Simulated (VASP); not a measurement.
Set up this calculation in VASP 6.6.1, as the native input.

```yaml
Task: single point
Functional: PBEsol
Potentials_or_basis: VASP PAW PBE potentials, release 64 (Mg, O)
Cutoff: 520 eV
k_mesh: 12 × 12 × 12
Occupations: gaussian, width 0.02 eV
Spin: no spin polarisation
Dipole_correction: no
Further_INCAR_settings: ALGO = Normal; EDIFF = 1e-06; NBANDS = 14
```

The structure of MgO2 lies in POSCAR:

```
MgO2
1.0
    1.5838234698      0.9144209066      3.4573706250
   -1.5838234698      0.9144209066      3.4573706250
    0.0000000000     -1.8288418132      3.4573706250
Mg O
1 2
Direct
    0.0000000000      0.0000000000      0.0000000000
    0.4291433728      0.4291433728      0.4291433728
    0.5708566272      0.5708566272      0.5708566272
```

The input as run:

INCAR

```
SYSTEM = MgO2
PREC = Accurate
ENCUT = 520
EDIFF = 1E-6
ISMEAR = 0
SIGMA = 0.02
LREAL = .FALSE.
LASPH = .TRUE.
NELM = 80
ALGO = Normal
ISIF = 2
LWAVE = .FALSE.
LCHARG = .FALSE.
GGA = PS
NBANDS = 14
```

KPOINTS

```
regular mesh
0
G
  12 12 12
  0 0 0
```

Potentials or basis: VASP PAW PBE potentials, release 64 (Mg, O).

Run with:

```console
$ cat potpaw_PBE.64/Mg/POTCAR potpaw_PBE.64/O/POTCAR > POTCAR
$ mpirun -np 1 vasp_std > vasp.out
```

Results of the run:

```json
{
  "Pressure": "-0.1 GPa",
  "Largest force": "0.205 eV/Å",
  "Band gap on the k mesh": "2.45 eV, direct"
}
```

Caveat: the PAW data sets were made with another functional, which shifts forces and pressure a little.

It took 3 min on 1 thread of Intel(R) Xeon(R) Platinum 8175M CPU @ 2.50GHz (Skylake/Cascade Lake) (shared host), peak memory 0.22 GiB.
